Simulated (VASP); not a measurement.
# LaPd2 (I4/mmm) in VASP: notebook

LaPd2 is run at these levels: PBE, BLYP, LDA, PBEsol; tasks: relaxation of the atoms, single point.

Program: VASP 6.6.1. These are calculated values, not measurements. Logs are shortened: lines on timing, memory, paths and dates and some standing lists are left out, and cuts for length are marked.

**1. The cell of the first run**

It takes space group I4/mmm (No. 139, tetragonal). The conventional cell has a = 4.168 Å, b = 4.168 Å, c = 8.943 Å, α = 90.00°, β = 90.00°, γ = 90.00°. La (site symmetry 4/mmm) has 8 Pd at 3.06 Å within 4.0 Å. Within 3.9 Å of Pd (site symmetry -4m2) lie 4 Pd at 2.95 Å and 4 La at 3.06 Å.

**2. Relaxation of the atoms, PBE**

The input, INCAR:

```
SYSTEM = LaPd2
PREC     = Accurate       ! precision mode
ENCUT    = 520            ! plane-wave cutoff, eV
EDIFF    = 1E-6           ! SCF threshold, eV
ISMEAR   = -1             ! smearing method
SIGMA    = 0.05           ! smearing width, eV
LREAL    = .False.        ! projectors in reciprocal space
LASPH    = .True.         ! aspherical terms in the spheres
NELM     = 100            ! most SCF steps
ALGO     = Fast           ! electronic algorithm
ISIF     = 2              ! what is computed and relaxed
LWAVE    = .False.        ! write WAVECAR
LCHARG   = .False.        ! write CHGCAR
GGA      = PE             ! functional
IBRION   = 2              ! ionic algorithm
NSW      = 60             ! ionic steps
EDIFFG   = -0.01          ! ionic threshold
```

The input, KPOINTS:

```
Automatic mesh
0
Gamma
  8 8 8
  0 0 0
```

The input, POSCAR:

```
LaPd2
1.0
   -2.0840289600      2.0840289600      4.4717310000
    2.0840289600     -2.0840289600      4.4717310000
    2.0840289600      2.0840289600     -4.4717310000
La Pd
1 2
Direct
    0.0000000000      0.0000000000      0.0000000000
    0.2500000000      0.7500000000      0.5000000000
    0.7500000000      0.2500000000      0.5000000000
```

Potentials or basis: VASP PAW PBE potentials, release 64 (La, Pd).

The run is started by

```
cat potpaw_PBE.64/La/POTCAR potpaw_PBE.64/Pd/POTCAR > POTCAR
mpirun -np 1 vasp_std > vasp.out
```

OUTCAR:

```text
SYSTEM = LaPd2
   PREC = Accurate
   ENCUT = 520
   EDIFF = 1E-6
   ISMEAR = -1
   LREAL = .False.
   LASPH = .True.
   NELM = 100
   ISIF = 2
   GGA = PE
   IBRION = 2
   NSW = 60
   EDIFFG = -0.01

 ion  position               nearest neighbor table
   1  0.000  0.000  0.000-   2 3.06   3 3.06   2 3.06   3 3.06   3 3.06   2 3.06   3 3.06   2 3.06

   2  0.250  0.750  0.500-   3 2.95   3 2.95   3 2.95   3 2.95   1 3.06   1 3.06   1 3.06   1 3.06

   3  0.750  0.250  0.500-   2 2.95   2 2.95   2 2.95   2 2.95   1 3.06   1 3.06   1 3.06   1 3.06

  LATTYP: Found a body centered tetragonal cell.
 ALAT       =     4.1680579200
 C/A-ratio  =     2.1457144242

  Lattice vectors:

 A1 = (  -2.0840289600,   2.0840289600,   4.4717310000)
 A2 = (   2.0840289600,  -2.0840289600,   4.4717310000)
 A3 = (   2.0840289600,   2.0840289600,  -4.4717310000)

Analysis of symmetry for initial positions (statically):
=====================================================================
 Subroutine PRICEL returns:
 Original cell was already a primitive cell.

 Routine SETGRP: Setting up the symmetry group for a
 body centered tetragonal supercell.

 Subroutine GETGRP returns: Found 16 space group operations
 (whereof 16 operations were pure point group operations)
 out of a pool of 16 trial point group operations.

The static configuration has the point symmetry D_4h.

Analysis of symmetry for dynamics (positions and initial velocities):
=====================================================================
 Subroutine PRICEL returns:
 Original cell was already a primitive cell.

 Routine SETGRP: Setting up the symmetry group for a
 body centered tetragonal supercell.

 Subroutine GETGRP returns: Found 16 space group operations
 (whereof 16 operations were pure point group operations)
 out of a pool of 16 trial point group operations.

The dynamic configuration has the point symmetry D_4h.

 Subroutine INISYM returns: Found 16 space group operations
 (whereof 16 operations are pure point group operations),
 and found     1 'primitive' translations

----------------------------------------------------------------------------------------

                                     Primitive cell

  volume of cell :      77.6861

[... 87 lines left out ...]
   LASPH  =      T    aspherical Exc in radial PAW
   ENCUT  =  520.0 eV  38.22 Ry    6.18 a.u.   9.96  9.96  9.96*2*pi/ulx,y,z
   NELM   =    100;   NELMIN=  2; NELMDL= -5     # of ELM steps
   EDIFF  = 0.1E-05   stopping-criterion for ELM
   LREAL  =      F    real-space projection
   EDIFFG = -.1E-01   stopping-criterion for IOM
   NSW    =     60    number of steps for IOM
   IBRION =      2    ionic relax: 0-MD 1-quasi-New 2-CG
   NFREE  =      1    steps in history (QN), initial steepest desc. (CG)
   ISIF   =      2    stress and relaxation
   ISYM   =      2    0-nonsym 1-usesym 2-fastsym
   POTIM  = 0.5000    time-step for ionic-motion
   TEBEG  =    0.0;   TEEND  =   0.0 temperature during run
   PSTRESS=    0.0 pullay stress
   NELECT =      31.0000    total number of electrons
   NUPDOWN=      -1.0000    fix difference up-down
   EMIN   =  10.00;   EMAX   =-10.00  energy-range for DOS
   EFERMI =   0.00;   METHOD = LEGACY
   ISMEAR =    -1;   SIGMA  =   0.05  broadening in eV -4-tet -1-fermi 0-gaus
   EFERMI_NEDOS =   21; number of points for ismear=-14 and -15
   IALGO  =     68    algorithm
   IMIX   =      4    mixing-type and parameters
     AMIX     =   0.40;   BMIX     =  1.00
     AMIX_MAG =   1.60;   BMIX_MAG =  1.00
  volume/ion in A,a.u.               =      25.90       174.75
  Fermi-wavevector in a.u.,A,eV,Ry     =   1.205261  2.277613 19.764550  1.452653
  Thomas-Fermi vector in A             =   2.340962
   LORBIT       =      0    0 simple, 1 ext, 2 COOP (PROOUT), +10 PAW based schemes
   GGA     = PE    functional components
   LHFCALC =     F    Hartree Fock is set to
   AEXX    =    0.0000 exact exchange contribution
   IVDW    =     0    specifies the selected vdW correction
   LEPSILON=     F    determine dielectric tensor
   LRPA    =     F    only Hartree local field effects (RPA)
 conjugate gradient relaxation of ions
 non-spin polarized calculation
 RMM-DIIS sequential band-by-band and
  energy-cutoff  :      520.00
  volume of cell :       77.69
 maximum number of plane-waves:      2107
   NGX = 19   NGY = 19   NGZ = 19

 number of electron      30.9999997 magnetization

 Free energy of the ion-electron system (eV)
  ---------------------------------------------------
  ext. energy  EPLUGINS =         0.00000000
  ---------------------------------------------------
  free energy    TOTEN  =       -16.94959183 eV

  energy without entropy =      -16.93217096  energy(sigma->0) =      -16.94088140

 E-fermi :   6.9794     XC(G=0): -10.2576

 val. band max:        6.9687019189   @ k =  -0.2500   0.5000   0.2500
 cond. band min:       7.0191419985   @ k =  -0.3750   0.2500  -0.0000
 fundamental gap:      0.0504400796
 Fermi energy:         6.9793892445

 k-point     1 :       0.0000    0.0000    0.0000
  band No.  band energies     occupation
      1     -25.7776      2.00000
      2      -9.4893      2.00000
      3      -9.4868      2.00000
      4      -9.4868      2.00000
      5       2.1907      2.00000
      6       3.3011      2.00000
[... 505 lines left out ...]
      6       3.7268      2.00000
[... 11 lines left out ...]
     18       8.7364      0.00000
     19       9.1085      0.00000

 [... further k-points ...]

------------------------ aborting loop because EDIFF is reached ----------------------------------------

  FORCE on cell =-STRESS in cart. coord.  units (eV):
  Direction    XX          YY          ZZ          XY          YZ          ZX
  --------------------------------------------------------------------------------------
  -------------------------------------------------------------------------------------
  Total       -2.5894689     -2.5894689     -1.9999565      0.0000000      0.0000000      0.0000000
  in kB      -53.4045331    -53.4045331    -41.2465831      0.0000000      0.0000000      0.0000000
  external PRESSURE =     -49.3518831 kB  Pullay stress =       0.0000000 kB

 VOLUME and BASIS-vectors are now :
 -----------------------------------------------------------------------------
  energy-cutoff  :      520.00
  volume of cell :       77.69
      direct lattice vectors                 reciprocal lattice vectors
    -2.084028960  2.084028960  4.471731000     0.000000000  0.239919891  0.111813524
     2.084028960 -2.084028960  4.471731000     0.239919891  0.000000000  0.111813524
     2.084028960  2.084028960 -4.471731000     0.239919891  0.239919891  0.000000000

 POSITION                                       TOTAL-FORCE (eV/Angst)
 -----------------------------------------------------------------------------------
      0.00000      0.00000      0.00000        -0.000000      0.000000     -0.000000
      2.08403     -0.00000      2.23587         0.000000     -0.000000      0.000000
     -0.00000      2.08403      2.23587        -0.000000      0.000000     -0.000000
 -----------------------------------------------------------------------------------
    total drift:                                0.000000     -0.000000     -0.000000

  FREE ENERGIE OF THE ION-ELECTRON SYSTEM (eV)
  ---------------------------------------------------
  free  energy   TOTEN  =       -16.9495918278 eV

  energy  without entropy=      -16.9321709647  energy(sigma->0) =      -16.94088140

 reached required accuracy - stopping structural energy minimisation
```

OSZICAR:

```text
N       E                     dE             d eps       ncg     rms          rms(c)
DAV:   1     0.253645923521E+03    0.25365E+03   -0.12576E+04  2242   0.221E+03
DAV:   2     0.388923783380E+02   -0.21475E+03   -0.20339E+03  2717   0.323E+02
DAV:   3    -0.103262704629E+02   -0.49219E+02   -0.46592E+02  3442   0.153E+02
[... 26 lines left out ...]
RMM:  30    -0.169495875013E+02   -0.16799E-05   -0.22190E-05  2100   0.300E-02    0.196E-02
RMM:  31    -0.169495889656E+02   -0.14642E-05   -0.15264E-05  2041   0.278E-02    0.193E-02
RMM:  32    -0.169495901140E+02   -0.11484E-05   -0.12941E-05  1901   0.247E-02    0.197E-02
RMM:  33    -0.169495911906E+02   -0.10766E-05   -0.10448E-05  1888   0.230E-02    0.206E-02
RMM:  34    -0.169495918278E+02   -0.63721E-06   -0.84624E-06  1796   0.228E-02
   1 F= -.16949592E+02 E0= -.16940881E+02  d E =-.169496E+02
```

Wall time 10 min (1 thread of Intel Xeon 8259CL, shared host); peak memory 0.33 GiB.

What came out:

```
Free energy             : -16.9496 eV
Pressure after relaxing : -4.9 GPa
```

Stress tensor (GPa, compression positive):
```
-5.34  0.00  0.00
 0.00 -5.34  0.00
 0.00  0.00 -4.12
```

Final structure:
```xyz
3
Lattice="-2.0840 2.0840 4.4717 2.0840 -2.0840 4.4717 2.0840 2.0840 -4.4717" Properties=species:S:1:pos:R:3 pbc="T T T"
La    0.0000    0.0000    0.0000
Pd    2.0840    0.0000    2.2359
Pd    0.0000    2.0840    2.2359
```

Caveat: the relaxation stopped at its first step, so nothing moved; spin-orbit coupling is left out, which moves the levels of the heavy elements.

**3. Single point, BLYP**

This run uses another cell than the first one, of 25.48 Å³/atom, 0.984 times its volume.

The input, INCAR:

```
SYSTEM = LaPd2
PREC = Accurate
ENCUT = 520
EDIFF = 1E-7
ISMEAR = -1
SIGMA = 0.05
LREAL = .FALSE.
LASPH = .TRUE.
NELM = 60
ALGO = Fast
ISIF = 2
LWAVE = .FALSE.
LCHARG = .FALSE.
GGA = B5
ALDAX = 1.0
AGGAX = 1.0
AGGAC = 1.0
ALDAC = 0.0
NBANDS = 22
```

The input, KPOINTS:

```
Automatic mesh
0
G
  9 9 9
  0 0 0
```

The input, POSCAR:

```
LaPd2
1.0
   -2.0663308192      2.0663308192      4.4763184173
    2.0663308192     -2.0663308192      4.4763184173
    2.0663308192      2.0663308192     -4.4763184173
La Pd
1 2
Direct
    0.0000000000      0.0000000000      0.0000000000
    0.2500000000      0.7500000000      0.5000000000
    0.7500000000      0.2500000000      0.5000000000
```

Potentials or basis: VASP PAW PBE potentials, release 64 (La, Pd).

The run is started by

```
cat potpaw_PBE.64/La/POTCAR potpaw_PBE.64/Pd/POTCAR > POTCAR
mpirun -np 1 vasp_std > vasp.out
```

OUTCAR:

```text
SYSTEM = LaPd2
   PREC = Accurate
   ENCUT = 520
   EDIFF = 1E-7
   ISMEAR = -1
   LREAL = .FALSE.
   LASPH = .TRUE.
   NELM = 60
   ISIF = 2
   GGA = B5

 ion  position               nearest neighbor table
   1  0.000  0.000  0.000-   3 3.05   2 3.05   2 3.05   3 3.05   2 3.05   3 3.05   3 3.05   2 3.05

   2  0.250  0.750  0.500-   3 2.92   3 2.92   3 2.92   3 2.92   1 3.05   1 3.05   1 3.05   1 3.05

   3  0.750  0.250  0.500-   2 2.92   2 2.92   2 2.92   2 2.92   1 3.05   1 3.05   1 3.05   1 3.05

  LATTYP: Found a body centered tetragonal cell.
 ALAT       =     4.1326616384
 C/A-ratio  =     2.1663125651

  Lattice vectors:

 A1 = (  -2.0663308192,   2.0663308192,   4.4763184173)
 A2 = (   2.0663308192,  -2.0663308192,   4.4763184173)
 A3 = (   2.0663308192,   2.0663308192,  -4.4763184173)

Analysis of symmetry for initial positions (statically):
=====================================================================
 Subroutine PRICEL returns:
 Original cell was already a primitive cell.

 Routine SETGRP: Setting up the symmetry group for a
 body centered tetragonal supercell.

[... 164 lines left out ...]
  free energy    TOTEN  =       -15.00688517 eV

  energy without entropy =      -14.99253554  energy(sigma->0) =      -14.99971036

 E-fermi :   7.7382     XC(G=0):  -9.7389

 val. band max:        7.7136279371   @ k =  -0.2222   0.4444   0.2222
 cond. band min:       7.7443090553   @ k =  -0.1111   0.1111   0.1111
 fundamental gap:      0.0306811182
 Fermi energy:         7.7381581076

 k-point     1 :       0.0000    0.0000    0.0000
  band No.  band energies     occupation
      1     -25.1247      2.00000
      2      -8.8186      2.00000
      3      -8.8158      2.00000
      4      -8.8158      2.00000
      5       2.8763      2.00000
      6       3.8931      2.00000
[... 589 lines left out ...]
     21       9.5878      0.00000
     22       9.6688      0.00000

 [... further k-points ...]

------------------------ aborting loop because EDIFF is reached ----------------------------------------

  FORCE on cell =-STRESS in cart. coord.  units (eV):
  Direction    XX          YY          ZZ          XY          YZ          ZX
  --------------------------------------------------------------------------------------
  -------------------------------------------------------------------------------------
  Total        0.0366657      0.0366657      0.0165434      0.0000000      0.0000000      0.0000000
  in kB        0.7684054      0.7684054      0.3467002      0.0000000      0.0000000      0.0000000
  external PRESSURE =       0.6278370 kB  Pullay stress =       0.0000000 kB

 VOLUME and BASIS-vectors are now :
 -----------------------------------------------------------------------------
  energy-cutoff  :      520.00
  volume of cell :       76.45
      direct lattice vectors                 reciprocal lattice vectors
    -2.066330819  2.066330819  4.476318417     0.000000000  0.241974806  0.111698935
     2.066330819 -2.066330819  4.476318417     0.241974806  0.000000000  0.111698935
     2.066330819  2.066330819 -4.476318417     0.241974806  0.241974806  0.000000000

 POSITION                                       TOTAL-FORCE (eV/Angst)
 -----------------------------------------------------------------------------------
      0.00000      0.00000      0.00000         0.000000     -0.000000      0.000000
      2.06633      0.00000      2.23816        -0.000000      0.000000      0.000000
      0.00000      2.06633      2.23816         0.000000     -0.000000     -0.000000
 -----------------------------------------------------------------------------------
    total drift:                                0.000000     -0.000000     -0.000000

  FREE ENERGIE OF THE ION-ELECTRON SYSTEM (eV)
  ---------------------------------------------------
  free  energy   TOTEN  =       -15.0068851713 eV

  energy  without entropy=      -14.9925355427  energy(sigma->0) =      -14.99971036
```

OSZICAR:

```text
N       E                     dE             d eps       ncg     rms          rms(c)
DAV:   1     0.250487676427E+03    0.25049E+03   -0.12355E+04  3372   0.192E+03
DAV:   2     0.293169224426E+02   -0.22117E+03   -0.19648E+03  3920   0.302E+02
DAV:   3    -0.121075118550E+02   -0.41424E+02   -0.37676E+02  4760   0.131E+02
[... 25 lines left out ...]
RMM:  29    -0.150068845950E+02   -0.28947E-06   -0.30852E-06  4320   0.793E-03    0.418E-04
RMM:  30    -0.150068847967E+02   -0.20174E-06   -0.22626E-06  4257   0.717E-03    0.357E-04
RMM:  31    -0.150068849649E+02   -0.16818E-06   -0.18003E-06  4079   0.666E-03    0.380E-04
RMM:  32    -0.150068850804E+02   -0.11553E-06   -0.12916E-06  3958   0.608E-03    0.388E-04
RMM:  33    -0.150068851713E+02   -0.90914E-07   -0.96593E-07  3850   0.588E-03
   1 F= -.15006885E+02 E0= -.14999710E+02  d E =-.143496E-01
```

stdout:

```text
POSCAR found type information on POSCAR LaPd
 POSCAR found :  2 types and       3 ions
 scaLAPACK will be used
 -----------------------------------------------------------------------------
|                                                                             |
[... 20 lines left out ...]
 num prob  num prob  num prob  num prob WARNING in EDDRMM: call to ZHEGV failed, returncode =   6  3     13
WARNING in EDDRMM: call to ZHEGV failed, returncode =   8  4      1
WARNING in EDDRMM: call to ZHEGV failed, returncode =   6  3      6
 num prob RMM:  31    -0.150068849649E+02   -0.16818E-06   -0.18003E-06  4079   0.666E-03    0.380E-04
 num prob RMM:  32    -0.150068850804E+02   -0.11553E-06   -0.12916E-06  3958   0.608E-03    0.388E-04
 num prob WARNING in EDDRMM: call to ZHEGV failed, returncode =   8  4     16
 num prob  num prob  num prob  num prob WARNING in EDDRMM: call to ZHEGV failed, returncode =   8  4      1
```

Wall time 8.7 min (1 thread of Intel Xeon Platinum 8259CL at 2.50GHz (Skylake/Cascade Lake), shared host); peak memory 0.35 GiB.

What came out:

```
Free energy : -15.0069 eV
Pressure    : 0.1 GPa
```

Levels at points of the mesh, in eV from the Fermi level:
```csv
k point,band 12,band 13,band 14,band 15,band 16,band 17,band 18,band 19
"(0.00, 0.00, 0.00)",-2.17,-2.17,-1.24,-0.44,-0.19,1.54,1.54,1.70
```

Caveat: the PAW data sets were made with another functional, which shifts forces and pressure a little; spin-orbit coupling is left out, which moves the levels of the heavy elements.

**4. Single point, LDA**

This run uses another cell than the first one, of 21.77 Å³/atom, 0.841 times its volume.

The input, INCAR:

```
PREC = Accurate
ENCUT = 520
EDIFF = 1E-7
ISMEAR = -1
SIGMA = 0.05
LREAL = False
LASPH = True
NELM = 100
ALGO = Normal
ISIF = 2
LWAVE = False
LCHARG = False
GGA = CA
NBANDS = 22
```

The input, KPOINTS:

```
regular mesh
0
Gamma
  9 9 9
```

The input, POSCAR:

```
LaPd2
1.0
   -1.9340339862      1.9340339862      4.3660662936
    1.9340339862     -1.9340339862      4.3660662936
    1.9340339862      1.9340339862     -4.3660662936
La Pd
1 2
Direct
    0.0000000000      0.0000000000      0.0000000000
    0.2500000000      0.7500000000      0.5000000000
    0.7500000000      0.2500000000      0.5000000000
```

Potentials or basis: VASP PAW LDA potentials, release 64 (La, Pd).

The run is started by

```
cat potpaw_LDA.64/La/POTCAR potpaw_LDA.64/Pd/POTCAR > POTCAR
mpirun -np 1 vasp_std > vasp.out
```

It took 2.6 min on 1 thread of Intel Xeon Platinum 8259CL at 2.50GHz (Skylake/Cascade Lake), shared host; peak memory 0.29 GiB.

Results (log left out):

* Free energy: -20.1692 eV
* Pressure: 0.1 GPa

Levels at points of the mesh, in eV from the Fermi level:
```
           k point  band 11  band 12  band 13  band 14  band 15  band 16  band 17  band 18  band 19  band 20
(0.00, 0.00, 0.00)    -2.55    -2.23    -2.23    -1.06    -0.35    -0.01     1.63     1.82     1.82     2.16
```

Caveat: spin-orbit coupling is left out, which moves the levels of the heavy elements.

[end of part 1 of 2]
